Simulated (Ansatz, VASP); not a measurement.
Na: VASP beside Ansatz

```
Na
1.0
    -4.19894    4.19894    4.19894
     4.19894   -4.19894    4.19894
     4.19894    4.19894   -4.19894
Na
8
Direct
  0.50000 0.00000 0.49919
  0.49919 0.50000 0.00000
  0.00000 0.99919 0.50000
  0.99919 0.50000 0.00000
  0.00000 0.49919 0.50000
  0.50000 0.00000 0.99919
  0.50081 0.50081 0.50081
  0.00081 0.00081 0.00081
```

Alike in both runs: functional PBE; k mesh 6 × 6 × 6; occupations gaussian, width 0.1 eV; no spin polarisation.

Ansatz relaxed the structure, and its values are those at the end. VASP's run is a single point on that final structure, the one shown.

|  | VASP | Ansatz |
| --- | --- | --- |
| version | VASP 6.6.1 | Ansatz 0.2.0 |
| potentials or method | VASP PAW PBE potentials, release 64 (Na_pv), cutoff 520 eV | scalar-relativistic, plane waves, PAW |
| valence electrons in the cell | 56 | 72 |

|  | VASP | Ansatz | Ansatz less VASP |
| --- | --- | --- | --- |
| gap on the k mesh at the Fermi level (eV) | none | none | - |
| pressure (GPa) | 0.0 | 0.0 | 0.00 |

A gap of «none» marks a metal or a gap that the smearing closes. The functional is the same, so the differences come from potentials, cutoffs and numerics. VASP's potentials hold 56 valence electrons a cell and Ansatz's 72, so a difference there can come from the potentials and not from the codes.
